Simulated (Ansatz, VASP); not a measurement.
## In in VASP and in Ansatz

```xyz
3
Lattice="3.2541 0.0000 0.0000 1.4005 3.0901 0.0000 0.9004 0.6860 8.2486" Properties=species:S:1:pos:R:3 pbc="T T T"
In    4.2193    2.8168    5.5049
In    2.7220    1.8225    2.7515
In    1.0654    0.8529    8.2408
```

Change from the starting cell: the structure that the rattled cell fell into.

Alike in both runs: task relaxation of cell and atoms; functional PBE; k mesh 6 × 6 × 2; occupations gaussian, width 0.1 eV; no spin polarisation.

|  | VASP | Ansatz |
| --- | --- | --- |
| version | VASP 6.6.1 | Ansatz 0.2.0 |
| potentials or method | VASP PAW PBE potentials, release 64 (In_d), cutoff 600 eV | scalar-relativistic, plane waves, PAW |
| valence electrons in the cell | 39 | 39 |

VASP gave:

| Property | Result |
| --- | --- |
| gap on the k mesh at the Fermi level, each at its own relaxed structure (eV) | none |
| relaxed volume (Å³/atom) | 27.16 |
| relaxed length of the cell vector where the two differ most in proportion (Å) | 3.383 |

Task: Which values does Ansatz return?

Result: gap on the k mesh at the Fermi level, each at its own relaxed structure (eV): none; relaxed volume (Å³/atom): 27.21; relaxed length of the cell vector where the two differ most in proportion (Å): 3.423.

A gap of «none» marks a metal or a gap that the smearing closes.

The k mesh is coarse, so the values compare programs but aren't converged.
